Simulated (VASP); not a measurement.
Input of a VASP 6.6.1 run:

File INCAR:

```
SYSTEM = Si
PREC = Accurate ; ENCUT = 520
EDIFF = 1E-6 ; ISMEAR = 0
SIGMA = 0.05 ; LREAL = .False.
LASPH = .True. ; NELM = 100
ALGO = Normal ; ISIF = 2
LWAVE = .False. ; LCHARG = .False.
GGA = PE ; NBANDS = 11
```

Contents of KPOINTS:

```
regular mesh
0
Gamma
  8 8 8
  0 0 0
```

POSCAR

```
Si
1.0
    0.0000000000      2.8852996837      2.7348812168
    2.5844627499      0.0000000000      2.7348812168
    2.5844627499      2.8852996837      0.0000000000
Si
2
Direct
    0.5000000000      0.5000000000      0.5000000000
    0.7500000000      0.7500000000      0.7500000000
```

Potentials or basis: VASP PAW PBE potentials, release 64 (Si).

Command:

```bash
$ cat potpaw_PBE.64/Si/POTCAR > POTCAR
$ mpirun -np 1 vasp_std > vasp.out
```

Predict the pressure.

-0.1 GPa.

What does it give for the band gap on the k mesh?

Zero (band 4 reaches 6.02 eV, above the bottom of band 5 at 5.81 eV).

Stress tensor (GPa, compression positive):
```
 4.64  0.00  0.00
 0.00 -5.71  0.00
 0.00  0.00  0.86
```

Caveat: the cell differs from its parent crystal (strain +e along x and -e along y -0.0550, strain +e along z and -e/2 along x and y +0.0000).
